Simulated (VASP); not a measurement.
Here is a VASP 6.6.1 calculation.

Contents of POSCAR:

```
Ir
1.0
   12.2384552500      0.0000000000      0.0000000000
    0.0000000000      2.2334312600      0.0000000000
    0.0000000000      0.0000000000      7.1930008000
Ir
2
Direct
    0.2500000000      0.0000000000      0.1639884000
    0.7500000000      0.0000000000      0.8360116000
```

File INCAR.step1:

```
PREC = Accurate
ENCUT = 520
ISMEAR = 0
SIGMA = 0.1
LREAL = F
LASPH = T
NELM = 100
NBANDS = 16
GGA = PE
ALGO = Normal
EDIFF = 1E-4
LWAVE = T
LCHARG = F
```

INCAR.step2

```
PREC = Accurate
ENCUT = 520
EDIFF = 1E-6
ISMEAR = 0
SIGMA = 0.1
LREAL = F
LASPH = T
NELM = 100
ALGO = Normal
ISIF = 2
LWAVE = F
LCHARG = T
METAGGA = R2SCAN
LMIXTAU = T
LELF = T
LVHAR = T
NBANDS = 16
ISTART = 1
```

Contents of KPOINTS:

```
Automatic mesh
0
Gamma
  4 18 6
```

Potentials or basis: VASP PAW PBE potentials, release 64 (Ir).

Launch:

```sh
$ cat potpaw_PBE.64/Ir/POTCAR > POTCAR
$ cp INCAR.step1 INCAR
$ mpirun -np 1 vasp_std > vasp.out
$ cp INCAR.step2 INCAR
$ mpirun -np 1 vasp_std > vasp.out
```

(1) Estimate the pressure.

(2) What does it give for the band gap on the k mesh?

Results:

(1) 0.6 GPa.

(2) zero (band 9 reaches -1.21 eV, above the bottom of band 10 at -4.81 eV).

Caveat: the PAW data sets were made with another functional, which shifts forces and pressure a little; spin-orbit coupling is left out, which moves the levels of the heavy elements.
